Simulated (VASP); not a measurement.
# MgO (Fm-3m) in VASP: notebook, part 3 of 3

VASP 6.6.1.

### 4 Single point, PBE

Input file INCAR:

```
PREC = Accurate
ENCUT = 600
EDIFF = 1E-6
ISMEAR = -1
SIGMA = 0.05
LREAL = False
LASPH = True
NELM = 120
ALGO = Normal
ISIF = 2
LWAVE = False
LCHARG = True
GGA = PE
LELF = True
LVHAR = True
NBANDS = 11
GGA_COMPAT = False
```

Input file KPOINTS:

```
Automatic mesh
0
Gamma
  8 8 8
```

Input file POSCAR:

```
MgO
1.0
    0.0000000000      2.1496500000      2.1496500000
    2.1496500000      0.0000000000      2.1496500000
    2.1496500000      2.1496500000      0.0000000000
Mg O
1 1
Direct
    0.0000000000      0.0000000000      0.0000000000
    0.5000000000      0.5000000000      0.5000000000
```

Potentials or basis: VASP PAW PBE potentials, release 64 (Mg, O).

Launch:

```sh
$ cat potpaw_PBE.64/Mg/POTCAR potpaw_PBE.64/O/POTCAR > POTCAR
$ mpirun -np 1 vasp_std > vasp.out
```

OUTCAR:

```text
PREC = Accurate
   ENCUT = 600
   EDIFF = 1E-6
   ISMEAR = -1
   LREAL = False
   LASPH = True
   NELM = 120
   ISIF = 2
   GGA = PE

 ion  position               nearest neighbor table
   1  0.000  0.000  0.000-   2 2.15   2 2.15   2 2.15   2 2.15   2 2.15   2 2.15
   2  0.500  0.500  0.500-   1 2.15   1 2.15   1 2.15   1 2.15   1 2.15   1 2.15

  LATTYP: Found a face centered cubic cell.
 ALAT       =     4.2993000000

  Lattice vectors:

 A1 = (   0.0000000000,   2.1496500000,   2.1496500000)
 A2 = (   2.1496500000,   0.0000000000,   2.1496500000)
 A3 = (   2.1496500000,   2.1496500000,   0.0000000000)

Analysis of symmetry for initial positions (statically):
=====================================================================
 Subroutine PRICEL returns:
 Original cell was already a primitive cell.

 Routine SETGRP: Setting up the symmetry group for a
 face centered cubic supercell.

 Subroutine GETGRP returns: Found 48 space group operations
 (whereof 48 operations were pure point group operations)
 out of a pool of 48 trial point group operations.

[... 171 lines left out ...]
      2       2.7390      2.00000
      3       2.7390      2.00000
      4       2.7390      2.00000
      5       6.8902      0.00000
      6      18.1904      0.00000
      7      18.1904      0.00000
      8      18.1904      0.00000
      9      21.9465      0.00000
     10      23.6530      0.00000
     11      23.6530      0.00000
[... 309 lines left out ...]
 k-point    24 :      -0.3750    0.2500    0.1250
  band No.  band energies     occupation
      1     -12.9497      2.00000
      2      -1.0278      2.00000
      3       0.9374      2.00000
      4       1.8315      2.00000
      5      11.9803      0.00000
      6      14.3343      0.00000
      7      15.6016      0.00000
      8      18.8957      0.00000
      9      22.5493      0.00000
     10      24.0004      0.00000
     11      27.9271      0.00000

 [... further k-points ...]

------------------------ aborting loop because EDIFF is reached ----------------------------------------

  FORCE on cell =-STRESS in cart. coord.  units (eV):
  Direction    XX          YY          ZZ          XY          YZ          ZX
  --------------------------------------------------------------------------------------
  -------------------------------------------------------------------------------------
  Total       -0.6782136     -0.6782136     -0.6782136      0.0000000      0.0000000      0.0000000
  in kB      -54.6945199    -54.6945199    -54.6945199      0.0000000      0.0000000      0.0000000
  external PRESSURE =     -54.6945199 kB  Pullay stress =       0.0000000 kB

 VOLUME and BASIS-vectors are now :
 -----------------------------------------------------------------------------
  energy-cutoff  :      600.00
  volume of cell :       19.87
      direct lattice vectors                 reciprocal lattice vectors
     0.000000000  2.149650000  2.149650000    -0.232596004  0.232596004  0.232596004
     2.149650000  0.000000000  2.149650000     0.232596004 -0.232596004  0.232596004
     2.149650000  2.149650000  0.000000000     0.232596004  0.232596004 -0.232596004

 POSITION                                       TOTAL-FORCE (eV/Angst)
 -----------------------------------------------------------------------------------
      0.00000      0.00000      0.00000        -0.000000      0.000000      0.000000
      2.14965      2.14965      2.14965         0.000000     -0.000000     -0.000000
 -----------------------------------------------------------------------------------
    total drift:                               -0.000000     -0.000000      0.000000

  FREE ENERGIE OF THE ION-ELECTRON SYSTEM (eV)
  ---------------------------------------------------
  free  energy   TOTEN  =       -11.9036231372 eV

  energy  without entropy=      -11.9036231372  energy(sigma->0) =      -11.90362314
```

OSZICAR:

```text
N       E                     dE             d eps       ncg     rms          rms(c)
DAV:   1     0.161848727114E+02    0.16185E+02   -0.49851E+03   718   0.727E+02
DAV:   2    -0.128274153000E+02   -0.29012E+02   -0.28274E+02   713   0.143E+02
DAV:   3    -0.134566127909E+02   -0.62920E+00   -0.62885E+00   790   0.187E+01
DAV:   4    -0.134581663176E+02   -0.15535E-02   -0.15535E-02   686   0.105E+00
DAV:   5    -0.134581721035E+02   -0.57859E-05   -0.57858E-05   746   0.613E-02    0.717E+00
DAV:   6    -0.119275815413E+02    0.15306E+01   -0.92771E+00   665   0.164E+01    0.234E+00
DAV:   7    -0.119102740677E+02    0.17307E-01   -0.70495E-02   695   0.230E+00    0.136E+00
DAV:   8    -0.119041401607E+02    0.61339E-02   -0.33339E-02   668   0.203E+00    0.266E-01
DAV:   9    -0.119036786987E+02    0.46146E-03   -0.64254E-04   728   0.180E-01    0.151E-01
DAV:  10    -0.119036223922E+02    0.56307E-04   -0.58606E-04   704   0.183E-01    0.796E-03
DAV:  11    -0.119036231372E+02   -0.74503E-06   -0.36988E-06   722   0.152E-02
   1 F= -.11903623E+02 E0= -.11903623E+02  d E =-.165672E-10
```

Run time: 11 s. Hardware: 1 thread of Intel Xeon 8259CL, shared host; peak memory 0.14 GiB.

Results:

```yaml
Free_energy: -11.9036 eV
Pressure: -5.5 GPa
Band_gap_on_the_k_mesh: 4.15 eV, direct
```

Levels at points of the mesh, in eV from the valence-band top:
```csv
k point,band 1,band 2,band 3,band 4,band 5,band 6,band 7,band 8
"(0.00, 0.00, 0.00)",-16.96,0.00,0.00,0.00,4.15,15.45,15.45,15.45
"(0.50, 0.00, 0.00)",-15.82,-4.35,-0.59,-0.59,7.51,11.91,15.69,15.69
"(0.50, 0.50, 0.00)",-15.59,-3.84,-1.26,-1.26,9.04,9.32,12.46,18.05
```

Expect the measured gap to be larger: semilocal functionals such as PBE lack the derivative discontinuity.

### 5 Single point, PBE

Input file INCAR:

```
PREC = Accurate
ENCUT = 600
EDIFF = 1E-6
ISMEAR = -1
SIGMA = 5E-4
LREAL = F
LASPH = T
NELM = 120
ALGO = Normal
ISIF = 2
LWAVE = F
LCHARG = T
GGA = PE
LELF = T
LVHAR = T
NBANDS = 11
GGA_COMPAT = F
```

KPOINTS is that of step 4.

POSCAR is that of step 4.

Potentials or basis: VASP PAW PBE potentials, release 64 (Mg, O).

Launch:

```sh
$ cat potpaw_PBE.64/Mg/POTCAR potpaw_PBE.64/O/POTCAR > POTCAR
$ mpirun -np 1 vasp_std > vasp.out
```

OUTCAR:

```text
PREC = Accurate
   ENCUT = 600
   EDIFF = 1E-6
   ISMEAR = -1
   LREAL = F
   LASPH = T
   NELM = 120
   ISIF = 2
   GGA = PE

 ion  position               nearest neighbor table
   1  0.000  0.000  0.000-   2 2.15   2 2.15   2 2.15   2 2.15   2 2.15   2 2.15
   2  0.500  0.500  0.500-   1 2.15   1 2.15   1 2.15   1 2.15   1 2.15   1 2.15

  LATTYP: Found a face centered cubic cell.
 ALAT       =     4.2993000000

  Lattice vectors:

 A1 = (   0.0000000000,   2.1496500000,   2.1496500000)
[... 520 lines left out ...]

------------------------ aborting loop because EDIFF is reached ----------------------------------------

  FORCE on cell =-STRESS in cart. coord.  units (eV):
  Direction    XX          YY          ZZ          XY          YZ          ZX
  --------------------------------------------------------------------------------------
  -------------------------------------------------------------------------------------
  Total       -0.6782136     -0.6782136     -0.6782136      0.0000000      0.0000000      0.0000000
  in kB      -54.6945199    -54.6945199    -54.6945199      0.0000000      0.0000000      0.0000000
  external PRESSURE =     -54.6945199 kB  Pullay stress =       0.0000000 kB

 VOLUME and BASIS-vectors are now :
 -----------------------------------------------------------------------------
  energy-cutoff  :      600.00
  volume of cell :       19.87
      direct lattice vectors                 reciprocal lattice vectors
     0.000000000  2.149650000  2.149650000    -0.232596004  0.232596004  0.232596004
     2.149650000  0.000000000  2.149650000     0.232596004 -0.232596004  0.232596004
     2.149650000  2.149650000  0.000000000     0.232596004  0.232596004 -0.232596004

 POSITION                                       TOTAL-FORCE (eV/Angst)
 -----------------------------------------------------------------------------------
      0.00000      0.00000      0.00000        -0.000000      0.000000      0.000000
      2.14965      2.14965      2.14965         0.000000      0.000000      0.000000
 -----------------------------------------------------------------------------------
    total drift:                               -0.000000     -0.000000      0.000000

  FREE ENERGIE OF THE ION-ELECTRON SYSTEM (eV)
  ---------------------------------------------------
  free  energy   TOTEN  =       -11.9036231371 eV

  energy  without entropy=      -11.9036231371  energy(sigma->0) =      -11.90362314
```

OSZICAR:

```text
N       E                     dE             d eps       ncg     rms          rms(c)
DAV:   1     0.161854184943E+02    0.16185E+02   -0.49851E+03   718   0.727E+02
DAV:   2    -0.128274152999E+02   -0.29013E+02   -0.28290E+02   713   0.143E+02
DAV:   3    -0.134566127909E+02   -0.62920E+00   -0.62885E+00   790   0.187E+01
DAV:   4    -0.134581663176E+02   -0.15535E-02   -0.15535E-02   686   0.105E+00
DAV:   5    -0.134581721035E+02   -0.57859E-05   -0.57858E-05   746   0.613E-02    0.717E+00
DAV:   6    -0.119275815412E+02    0.15306E+01   -0.92771E+00   665   0.164E+01    0.234E+00
DAV:   7    -0.119102740677E+02    0.17307E-01   -0.70495E-02   695   0.230E+00    0.136E+00
DAV:   8    -0.119041401606E+02    0.61339E-02   -0.33339E-02   668   0.203E+00    0.266E-01
DAV:   9    -0.119036786986E+02    0.46146E-03   -0.64254E-04   728   0.180E-01    0.151E-01
DAV:  10    -0.119036223921E+02    0.56307E-04   -0.58606E-04   704   0.183E-01    0.796E-03
DAV:  11    -0.119036231371E+02   -0.74502E-06   -0.36988E-06   722   0.152E-02
   1 F= -.11903623E+02 E0= -.11903623E+02  d E =0.000000E+00
```

Wall time 10 s (1 thread of Intel Xeon 8259CL, shared host); peak memory 0.14 GiB.

Results:

- Free energy: -11.9036 eV
- Pressure: -5.5 GPa
- Band gap on the k mesh: 4.15 eV, direct

### 6 Summary

| smearing | gap on the mesh (eV) | pressure (GPa) |
| --- | --- | --- |
| fermi-dirac 0.003 eV | 4.15 | -5.5 |
| methfessel-paxton 0.15 eV | 4.15 | -5.5 |
| fermi-dirac 0.05 eV | 4.15 | -5.5 |
| fermi-dirac 0.0005 eV | 4.15 | -5.5 |

Alike in all rows: task single point; level PBE; potentials or basis VASP PAW PBE potentials, release 64 (Mg, O); no spin polarisation; cell as given; k mesh 8 × 8 × 8; cutoff (eV) 600.

On the cell as given the gap runs from 4.15 eV (PBE) to 4.15 eV (PBE).

Absolute energies hang on the potentials; compare differences alone.
